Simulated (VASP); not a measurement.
# InP (Fm-3m) in VASP: a series of runs

Aim: see how the results for InP move with the level of theory and the settings. Levels: RPBE, PBEsol, RPBE+D3(BJ). Tasks: relaxation of cell and atoms, single point.

Everything below comes from runs of VASP 6.6.1. Logs are shortened: lines on timing, memory, paths and dates and some standing lists are left out, and cuts for length are marked.

**1. The cell of the first run**

It takes space group Fm-3m (No. 225, cubic). Conventional cell: a = 5.538 Å, b = 5.538 Å, c = 5.538 Å, α = 90.00°, β = 90.00°, γ = 90.00°. Within 3.6 Å of In (site symmetry m-3m) lie 6 P at 2.77 Å. Within 3.6 Å of P (site symmetry m-3m) lie 6 In at 2.77 Å.

**2. Relaxation of cell and atoms, RPBE**

INCAR reads:

```
PREC = Accurate
ENCUT = 600
EDIFF = 1E-7
ISMEAR = -1
SIGMA = 0.05
LREAL = False
LASPH = True
NELM = 60
ALGO = Normal
ISIF = 3
LWAVE = False
LCHARG = False
GGA = RP
IBRION = 2
NSW = 60
EDIFFG = -0.01
```

KPOINTS reads:

```
Automatic mesh
0
Gamma
  8 8 8
```

POSCAR reads:

```
InP
1.0
    0.0000000000      2.7688340000      2.7688340000
    2.7688340000      0.0000000000      2.7688340000
    2.7688340000      2.7688340000      0.0000000000
In P
1 1
Direct
    0.0000000000      0.0000000000      0.0000000000
    0.5000000000      0.5000000000      0.5000000000
```

Potentials or basis: VASP PAW PBE potentials, release 64 (In_d, P).

The run is started by

```
$ cat potpaw_PBE.64/In_d/POTCAR potpaw_PBE.64/P/POTCAR > POTCAR
$ mpirun -np 1 vasp_std > vasp.out
```

OUTCAR:

```text
PREC = Accurate
   ENCUT = 600
   EDIFF = 1E-7
   ISMEAR = -1
   LREAL = False
   LASPH = True
   NELM = 60
   ISIF = 3
   GGA = RP
   IBRION = 2
   NSW = 60
   EDIFFG = -0.01

 ion  position               nearest neighbor table
   1  0.000  0.000  0.000-   2 2.77   2 2.77   2 2.77   2 2.77   2 2.77   2 2.77
   2  0.500  0.500  0.500-   1 2.77   1 2.77   1 2.77   1 2.77   1 2.77   1 2.77

  LATTYP: Found a face centered cubic cell.
 ALAT       =     5.5376680000

  Lattice vectors:

 A1 = (   0.0000000000,   2.7688340000,   2.7688340000)
 A2 = (   2.7688340000,   0.0000000000,   2.7688340000)
 A3 = (   2.7688340000,   2.7688340000,   0.0000000000)

Analysis of symmetry for initial positions (statically):
=====================================================================
 Subroutine PRICEL returns:
 Original cell was already a primitive cell.

 Routine SETGRP: Setting up the symmetry group for a
 face centered cubic supercell.

 Subroutine GETGRP returns: Found 48 space group operations
 (whereof 48 operations were pure point group operations)
 out of a pool of 48 trial point group operations.

The static configuration has the point symmetry O_h .

Analysis of symmetry for dynamics (positions and initial velocities):
=====================================================================
 Subroutine PRICEL returns:
 Original cell was already a primitive cell.

 Routine SETGRP: Setting up the symmetry group for a
 face centered cubic supercell.

 Subroutine GETGRP returns: Found 48 space group operations
 (whereof 48 operations were pure point group operations)
 out of a pool of 48 trial point group operations.

The dynamic configuration has the point symmetry O_h .

 Subroutine INISYM returns: Found 48 space group operations
 (whereof 48 operations are pure point group operations),
 and found     1 'primitive' translations

----------------------------------------------------------------------------------------

                                     Primitive cell

  volume of cell :      42.4542

  direct lattice vectors                    reciprocal lattice vectors
     0.000000000  2.768834000  2.768834000    -0.180581429  0.180581429  0.180581429
     2.768834000  0.000000000  2.768834000     0.180581429 -0.180581429  0.180581429
     2.768834000  2.768834000  0.000000000     0.180581429  0.180581429 -0.180581429

  length of vectors
     3.915722595  3.915722595  3.915722595     0.312776210  0.312776210  0.312776210

  position of ions in fractional coordinates (direct lattice)
     0.000000000  0.000000000  0.000000000
     0.500000000  0.500000000  0.500000000

  ion indices of the primitive-cell ions
   primitive index   ion index
                 1           1
                 2           2

----------------------------------------------------------------------------------------

 KPOINTS: Automatic mesh

Automatic generation of k-mesh.
 Grid dimensions read from file:
 generate k-points for:    8    8    8

 Generating k-lattice:

  Cartesian coordinates                     Fractional coordinates (reciprocal lattice)
    -0.022572679  0.022572679  0.022572679     0.125000000  0.000000000  0.000000000
     0.022572679 -0.022572679  0.022572679     0.000000000  0.125000000  0.000000000
     0.022572679  0.022572679 -0.022572679     0.000000000  0.000000000  0.125000000

  Length of vectors
     0.039097026  0.039097026  0.039097026

  Shift w.r.t. Gamma in fractional coordinates (k-lattice)
     0.000000000  0.000000000  0.000000000

 Subroutine IBZKPT returns following result:
 ===========================================

 Found     29 irreducible k-points:

 Following reciprocal coordinates:
            Coordinates               Weight
  0.000000  0.000000  0.000000      1.000000
  0.125000  0.000000  0.000000      8.000000
  0.250000  0.000000  0.000000      8.000000
  0.375000  0.000000  0.000000      8.000000
  0.500000  0.000000  0.000000      4.000000
  0.125000  0.125000  0.000000      6.000000
[... 16 lines left out ...]
  0.500000  0.250000  0.125000     48.000000
 -0.375000  0.250000  0.125000     24.000000
 [... further k-points ...]
   k-points           NKPTS =     29   k-points in BZ     NKDIM =     29   number of bands    NBANDS=     13
   number of dos      NEDOS =    301   number of ions     NIONS =      2
   total plane-waves  NPLWV =  32768
   dimension x,y,z NGX =    32 NGY =   32 NGZ =   32
   dimension x,y,z NGXF=    64 NGYF=   64 NGZF=   64
   ions per type =               1   1
   NGX,Y,Z   is equivalent  to a cutoff of  13.59, 13.59, 13.59 a.u.
   NGXF,Y,Z  is equivalent  to a cutoff of  27.17, 27.17, 27.17 a.u.
 SYSTEM =  unknown system
   PREC   = accura    normal or accurate (medium, high low for compatibility)
   ISTART =      0    job   : 0-new  1-cont  2-samecut
   ICHARG =      2    charge: 1-file 2-atom 10-const
   ISPIN  =      1    spin polarized calculation?
   LNONCOLLINEAR =      F non collinear calculations
   LSORBIT =      F    spin-orbit coupling
   LASPH  =      T    aspherical Exc in radial PAW
   ENCUT  =  600.0 eV  44.10 Ry    6.64 a.u.   7.82  7.82  7.82*2*pi/ulx,y,z
   NELM   =     60;   NELMIN=  2; NELMDL= -5     # of ELM steps
   EDIFF  = 0.1E-06   stopping-criterion for ELM
   LREAL  =      F    real-space projection
   EDIFFG = -.1E-01   stopping-criterion for IOM
   NSW    =     60    number of steps for IOM
   IBRION =      2    ionic relax: 0-MD 1-quasi-New 2-CG
   NFREE  =      1    steps in history (QN), initial steepest desc. (CG)
   ISIF   =      3    stress and relaxation
   ISYM   =      2    0-nonsym 1-usesym 2-fastsym
   POTIM  = 0.5000    time-step for ionic-motion
   TEBEG  =    0.0;   TEEND  =   0.0 temperature during run
   PSTRESS=    0.0 pullay stress
   NELECT =      18.0000    total number of electrons
   NUPDOWN=      -1.0000    fix difference up-down
   EMIN   =  10.00;   EMAX   =-10.00  energy-range for DOS
   EFERMI =   0.00;   METHOD = LEGACY
   ISMEAR =    -1;   SIGMA  =   0.05  broadening in eV -4-tet -1-fermi 0-gaus
   EFERMI_NEDOS =   21; number of points for ismear=-14 and -15
   IALGO  =     38    algorithm
   IMIX   =      4    mixing-type and parameters
     AMIX     =   0.40;   BMIX     =  1.00
     AMIX_MAG =   1.60;   BMIX_MAG =  1.00
  volume/ion in A,a.u.               =      21.23       143.25
  Fermi-wavevector in a.u.,A,eV,Ry     =   1.229869  2.324115 20.579860  1.512577
  Thomas-Fermi vector in A             =   2.364739
   LORBIT       =      0    0 simple, 1 ext, 2 COOP (PROOUT), +10 PAW based schemes
   GGA     = RP    functional components
   LHFCALC =     F    Hartree Fock is set to
   AEXX    =    0.0000 exact exchange contribution
   IVDW    =     0    specifies the selected vdW correction
   LEPSILON=     F    determine dielectric tensor
   LRPA    =     F    only Hartree local field effects (RPA)
 conjugate gradient relaxation of ions
 non-spin polarized calculation
  energy-cutoff  :      600.00
  volume of cell :       42.45
 maximum number of plane-waves:      1428
   NGX = 15   NGY = 15   NGZ = 15

--------------------------------------- Ionic step        1  -------------------------------------------

 number of electron      17.9999998 magnetization

 Free energy of the ion-electron system (eV)
  ---------------------------------------------------
  ext. energy  EPLUGINS =         0.00000000
  ---------------------------------------------------
  free energy    TOTEN  =        -7.17823516 eV

  energy without entropy =       -7.16783489  energy(sigma->0) =       -7.17303502

------------------------ aborting loop because EDIFF is reached ----------------------------------------

  FORCE on cell =-STRESS in cart. coord.  units (eV):
  Direction    XX          YY          ZZ          XY          YZ          ZX
  --------------------------------------------------------------------------------------
  -------------------------------------------------------------------------------------
  Total        0.4755320      0.4755320      0.4755320     -0.0000000     -0.0000000      0.0000000
  in kB       17.9460805     17.9460805     17.9460805     -0.0000000     -0.0000000      0.0000000
  external PRESSURE =      17.9460805 kB  Pullay stress =       0.0000000 kB
[... 57 lines left out ...]
  energy  without entropy=       -7.1720118693  energy(sigma->0) =       -7.17763192

--------------------------------------- Ionic step        3  -------------------------------------------

 number of electron      18.0000001 magnetization

 Free energy of the ion-electron system (eV)
  ---------------------------------------------------
  ext. energy  EPLUGINS =         0.00000000
  ---------------------------------------------------
  free energy    TOTEN  =        -7.18406579 eV

  energy without entropy =       -7.17305869  energy(sigma->0) =       -7.17856224

 E-fermi :   6.9475     XC(G=0): -10.1865

 val. band max:        6.9345885111   @ k =  -0.3750   0.5000   0.1250
 cond. band min:       6.9819750616   @ k =   0.5000   0.0000   0.0000
 fundamental gap:      0.0473865505
 Fermi energy:         6.9475288814

 k-point     1 :       0.0000    0.0000    0.0000
  band No.  band energies     occupation
      1      -7.4203      2.00000
      2      -7.4203      2.00000
      3      -7.4055      2.00000
      4      -7.4055      2.00000
      5      -7.4055      2.00000
      6      -4.9642      2.00000
      7       6.5894      1.99845
      8       6.5894      1.99845
      9       6.5894      1.99845
     10       7.2718      0.00304
     11      13.9145      0.00000
     12      13.9145      0.00000
     13      13.9145      0.00000
[... 353 lines left out ...]
 k-point    24 :      -0.3750    0.2500    0.1250
  band No.  band energies     occupation
      1      -7.5472      2.00000
      2      -7.4485      2.00000
      3      -7.3914      2.00000
      4      -7.3614      2.00000
      5      -7.3246      2.00000
      6      -2.5019      2.00000
      7       0.9218      2.00000
      8       4.6049      2.00000
      9       5.3788      2.00000
     10       9.1312      0.00000
     11      10.4548      0.00000
     12      12.7905      0.00000
     13      14.1823      0.00000

 [... further k-points ...]
[... 5 lines left out ...]
  --------------------------------------------------------------------------------------
  -------------------------------------------------------------------------------------
  Total        0.0011602      0.0011602      0.0011602      0.0000000      0.0000000     -0.0000000
  in kB        0.0427136      0.0427136      0.0427136      0.0000000      0.0000000     -0.0000000
  external PRESSURE =       0.0427136 kB  Pullay stress =       0.0000000 kB
[... 17 lines left out ...]
  FREE ENERGIE OF THE ION-ELECTRON SYSTEM (eV)
  ---------------------------------------------------
  free  energy   TOTEN  =        -7.1840657908 eV

  energy  without entropy=       -7.1730586899  energy(sigma->0) =       -7.17856224

 reached required accuracy - stopping structural energy minimisation
```

Run time: 95 s. Hardware: 1 thread of Intel Xeon 8259CL, shared host; peak memory 0.16 GiB.

What came out:

```yaml
Free_energy: -7.1841 eV
Relaxed_volume: 21.76 Å³/atom
Relaxed_cell: a = 3.948 Å, b = 3.948 Å, c = 3.948 Å, α = 60.00°, β = 60.00°, γ = 60.00°
Space_group_after_relaxing_to_0.05_Å: Fm-3m (No. 225)
Energy_gained_by_relaxing: 2.9 meV/atom
Ionic_steps: 3
Pressure_after_relaxing: 0.0 GPa
Band_gap_on_the_k_mesh: zero (band 9 reaches 7.12 eV, above the bottom of band 10 at 4.60 eV)
```

Step by step:
```tsv
step	energy change (eV)	largest force (eV/Å)	pressure (GPa)	volume (Å³)
1	0.0000	0.0000	1.79	42.45
2	-0.0050	0.0000	-0.62	43.93
3	-0.0058	0.0000	0.00	43.52
```

Final structure:
```yaml
crystal:
  lattice:
    - [0.00000, 2.79182, 2.79182]
    - [2.79182, 0.00000, 2.79182]
    - [2.79182, 2.79182, 0.00000]
  atoms:
    - { symbol: In, position: [0.00000, 0.00000, 0.00000] }
    - { symbol: P, position: [0.50000, 0.50000, 0.50000] }
```

Caveat: the PAW data sets were made with another functional, which shifts forces and pressure a little; spin-orbit coupling is left out, which moves the levels of the heavy elements.

(Part 1 of 2 ends here.)
